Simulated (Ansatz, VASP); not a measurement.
# One calculation of Pb, two programs

```
CELL_PARAMETERS angstrom
-1.96637 1.96637 1.96637
1.96637 -1.96637 1.96637
1.96637 1.96637 -1.96637
ATOMIC_POSITIONS crystal
Pb 0.00000 0.00000 0.00000
```

Alike in both runs: task single point; functional HSE06; k mesh 6 × 6 × 6; occupations fermi-dirac, width 0.05 eV; no spin polarisation.

|  | VASP | Ansatz |
| --- | --- | --- |
| version | VASP 6.6.1 | Ansatz 0.2.0 |
| potentials or method | VASP PAW PBE potentials, release 64 (Pb_d) | Ansatz PAW |
| plane-wave cutoff (eV) | 520 | 420 |
| valence electrons in the cell | 14 | 14 |

Ansatz gave:

```
gap on the k mesh at the Fermi level (eV) : none
pressure (GPa)                            : 0.3
```

Estimate VASP's values.

gap on the k mesh at the Fermi level (eV): none; pressure (GPa): 0.2.

A gap of «none» marks a metal or a gap that the smearing closes.

The k mesh is coarse, so the values compare programs but aren't converged. Neither program's run includes spin-orbit coupling.
